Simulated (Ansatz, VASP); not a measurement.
Two plane-wave programs on W

```
W
1.0
     2.03000   -2.03000    0.00000
     2.03000    0.00000   -2.03000
    11.58410   11.58410   11.58410
W
6
Cartesian
  3.3832 -0.6768 -0.6768
  7.4432 7.4432 7.4432
  3.3832 1.3532 1.3532
  7.4432 3.3832 3.3832
  3.3832 3.3832 3.3832
  7.4432 5.4132 5.4132
```

Alike in both runs: task single point; functional LDA; k mesh 19 × 19 × 4; occupations gaussian, width 0.15 eV; no spin polarisation.

```csv
,VASP,Ansatz
version,VASP 6.6.1,Ansatz 0.2.0
potentials or method,"VASP PAW LDA potentials, release 64 (W_sv), cutoff 520 eV","scalar-relativistic, plane waves, PAW"
valence electrons in the cell,84,84
```

|  | VASP | Ansatz | Ansatz less VASP |
| --- | --- | --- | --- |
| gap on the k mesh at the Fermi level (eV) | none | none | - |
| rms of the force components (eV/Å) | 0.213 | 0.231 | +0.0180 |

LDA's correlation is that of Perdew and Zunger in VASP and of Perdew and Wang (1992) in Ansatz. Atom by atom the forces differ by 0.019 eV/Å (rms over components). A gap of «none» marks a metal or a gap that the smearing closes.

Neither program's run includes spin-orbit coupling.
